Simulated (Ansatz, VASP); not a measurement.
## Two plane-wave programs on NaCl

```
Na Cl
1.0
     2.89764    0.00000    0.00000
     0.00000    2.89764    0.00000
     0.00000    0.00000    2.89764
Na Cl
1 1
Direct
  0.00000 0.00000 0.00000
  0.50000 0.50000 0.50000
```

Change from the starting cell: functional r2scan, volume scaled by 1.04, PAW files.

Alike in both runs: task electric field gradients; functional r2SCAN; k mesh 8 × 8 × 8; occupations fermi-dirac, width 0.02 eV; no spin polarisation.

|  | VASP | Ansatz |
| --- | --- | --- |
| version | VASP 6.6.1 | Ansatz 0.2.0 |
| potentials or method | VASP PAW PBE potentials, release 64 (Na_pv, Cl) | PAW with Ansatz's default frozen-core files, scalar-relativistic |
| plane-wave cutoff (eV) | 440 | 500 |
| valence electrons in the cell | 14 | 16 |

Ansatz gave:

| Item | Value |
| --- | --- |
| gap on the k mesh at the Fermi level (eV) | 5.14 |
| pressure (GPa) | 54.4 |

Q: Which values does VASP return?

A: gap on the k mesh at the Fermi level (eV): 5.22; pressure (GPa): 53.7.

VASP's potentials were made for PBE, not for r2SCAN. Both programs put the cell under a high pressure, so it lies far from rest at this level. VASP's potentials hold 14 valence electrons a cell and Ansatz's 16, so a difference there can come from the potentials and not from the codes.
